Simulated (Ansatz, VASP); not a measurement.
**Ba2TeS in VASP and in Ansatz**

```
S Ba Te
1.0
     4.75625    0.00000    0.00000
     0.00000    4.75625    0.00000
     0.00000    0.00000    6.78397
S Ba Te
1 2 1
Cartesian
  0.0000 0.0000 0.0000
  0.0000 0.0000 3.3920
  2.3781 2.3781 0.0000
  2.3781 2.3781 3.3920
```

Change from the starting cell: biaxial_xy strain -0.8%.

Alike in both runs: task single point; functional PBE; k mesh 6 × 6 × 4; occupations fermi-dirac, width 0.02 eV; no spin polarisation.

```csv
,VASP,Ansatz
version,VASP 6.6.1,Ansatz 0.2.0
potentials or method,"VASP PAW PBE potentials, release 64 (S, Ba_sv, Te)","plane waves, PAW"
plane-wave cutoff (eV),520,420
valence electrons in the cell,32,42
```

Ansatz gave:

```
gap on the k mesh at the Fermi level (eV) : 1.75
pressure (GPa)                            : 0.6
```

**Question.** Which values does VASP return?

**Answer.** gap on the k mesh at the Fermi level (eV): 1.66; pressure (GPa): 1.0.

VASP's potentials hold 32 valence electrons a cell and Ansatz's 42, so a difference there can come from the potentials and not from the codes.

Neither program's run includes spin-orbit coupling.
